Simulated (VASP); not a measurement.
Mn: single point with PBE

The system is Mn.

```
Mn
1.0
     3.08100    0.00000    0.00000
     0.00000    3.08100    0.00000
     0.00000    0.00000    3.08100
Mn
2
Direct
  0.00000 0.00000 0.00000
  0.50000 0.50000 0.50000
```

```
Program             : VASP 6.6.1
Task                : single point
Functional          : PBE
Potentials or basis : VASP PAW PBE potentials, release 64 (Mn_pv)
Cutoff              : 520 eV
k mesh              : 9 × 9 × 9
Occupations         : fermi-dirac, width 0.05 eV
Spin                : collinear spin, antiferromagnetic start
Starting moments    : [4.0, -4.0] μB
```

```
Pressure                                              : -8.9 GPa
Band gap on the k mesh                                : zero (filled and empty bands overlap)
Net moment                                            : 0.00 μB per cell
Site moments                                          : Mn +3.27, -3.27 μB
Valence electrons inside the program's atomic spheres : Mn 11.54
```

Levels at points of the mesh, in eV from the Fermi level:
Spin up:
| k point | band 10 | band 11 | band 12 | band 13 | band 14 | band 15 | band 16 | band 17 |
| --- | --- | --- | --- | --- | --- | --- | --- | --- |
| (0.00, 0.00, 0.00) | -2.12 | -2.12 | -2.12 | 0.53 | 0.53 | 1.54 | 1.54 | 1.54 |
Spin down:
```
           k point  band 11  band 12  band 13  band 14  band 15  band 16
(0.00, 0.00, 0.00)    -2.12    -2.12     0.53     0.53     1.54     1.54
```

It took 37 s on 1 thread of Intel(R) Xeon(R) Platinum 8259CL CPU @ 2.50GHz (Skylake/Cascade Lake), with other jobs on the host, peak memory 0.16 GiB.
